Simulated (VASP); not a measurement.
The system is V.

```xyz
1
Lattice="2.4800 0.0000 0.0000 0.0000 2.4800 0.0000 0.0000 0.0000 2.4800" Properties=species:S:1:pos:R:3 pbc="T T T"
V     0.0000    0.0000    0.0000
```

- Program: VASP 6.6.1
- Task: relaxation of cell and atoms
- Functional: PBE
- Potentials or basis: VASP PAW PBE potentials, release 64 (V_sv)
- Cutoff: 600 eV
- k mesh: 8 × 8 × 8
- Occupations: gaussian, width 0.1 eV
- Spin: collinear spin, ferromagnetic start
- Starting moments: [1.5] μB

At the start: pressure -6.1 GPa; volume 15.25 Å³/atom.

Task: Where does the relaxation end?

Result: Over 3 steps the energy falls by 14.0 meV/atom and the volume is 14.55 Å³/atom (-4.6 %); space group Pm-3m (No. 221, to 0.05 Å); moment 0.00 μB per cell.

The path:
```
step  energy change (eV)  largest force (eV/Å)  pressure (GPa)  volume (Å³)
   1              0.0000                0.0000           -6.11        15.25
   2             -0.0045                0.0000            5.87        14.00
   3             -0.0140                0.0000           -0.03        14.55
```

Final structure:
```xyz
1
Lattice="2.4413 0.0000 0.0000 0.0000 2.4413 0.0000 0.0000 0.0000 2.4413" Properties=species:S:1:pos:R:3 pbc="T T T"
V     0.0000    0.0000    0.0000
```
